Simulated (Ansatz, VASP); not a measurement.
# Two plane-wave programs on SiO2

```
CELL_PARAMETERS angstrom
4.09700 0.00000 0.00000
0.00000 5.04620 0.00000
0.00000 0.00000 4.49460
ATOMIC_POSITIONS crystal
Si 0.00000 0.15241 0.25000
Si 0.50000 0.34759 0.75000
Si 0.00000 0.84759 0.75000
Si 0.50000 0.65241 0.25000
O 0.73158 0.61721 0.91997
O 0.76842 0.88279 0.41997
O 0.23158 0.88279 0.08003
O 0.26842 0.61721 0.58003
O 0.26842 0.38279 0.08003
O 0.23158 0.11721 0.58003
O 0.76842 0.11721 0.91997
O 0.73158 0.38279 0.41997
```

Alike in both runs: functional PBE; k mesh 5 × 4 × 5; occupations fermi-dirac, width 0.02 eV; no spin polarisation.

Ansatz relaxed the structure, and its values are those at the end. VASP's run is a single point on that final structure, the one shown.

|  | VASP | Ansatz |
| --- | --- | --- |
| version | VASP 6.6.1 | Ansatz 0.2.0 |
| potentials or method | VASP PAW PBE potentials, release 64 (Si, O) | plane-wave PAW, scalar-relativistic |
| plane-wave cutoff (eV) | 520 | 420 |
| valence electrons in the cell | 64 | 64 |

```csv
,VASP,Ansatz,Ansatz less VASP
gap on the k mesh at the Fermi level (eV),5.59,5.61,+0.017
pressure (GPa),5.7,5.6,-0.15
rms of the force components (eV/Å),0.011,0.000,-0.0104
```

Ansatz's warnings: stress scf threshold loose.
